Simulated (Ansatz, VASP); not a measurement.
# Rb2H3 in VASP and in Ansatz

```
CELL_PARAMETERS angstrom
2.47347 1.42806 4.71989
-2.47347 1.42806 4.71989
0.00000 -2.85611 4.71989
ATOMIC_POSITIONS crystal
Rb 0.29262 0.29262 0.29262
Rb 0.70738 0.70738 0.70738
H 0.42533 0.42533 0.42533
H 0.57467 0.57467 0.57467
H 0.50000 0.50000 0.50000
```

Alike in both runs: task relaxation of cell and atoms; functional PBE; k mesh 6 × 6 × 6; occupations gaussian, width 0.1 eV; no spin polarisation.

|  | VASP | Ansatz |
| --- | --- | --- |
| version | VASP 6.6.1 | Ansatz 0.2.0 |
| potentials or method | VASP PAW PBE potentials, release 64 (Rb_sv, H), cutoff 600 eV | scalar-relativistic, plane waves, PAW |
| valence electrons in the cell | 21 | 21 |

VASP gave:

```
gap on the k mesh at the Fermi level, each at its own relaxed structure (eV) : none
relaxed volume (Å³/atom)                                                     : 30.37
relaxed cell length with the largest relative difference (Å)                 : 7.944
```

Problem. Which values does Ansatz return?

Solution. gap on the k mesh at the Fermi level, each at its own relaxed structure (eV): none; relaxed volume (Å³/atom): 28.29; relaxed cell length with the largest relative difference (Å): 6.887.

A gap of «none» marks a metal or a gap that the smearing closes. One of these differences is far larger than is usual between the two programs; its cause wasn't traced.

Noted on VASP's run: the volume moved by over 15 % at a fixed basis, so the end points are rough.
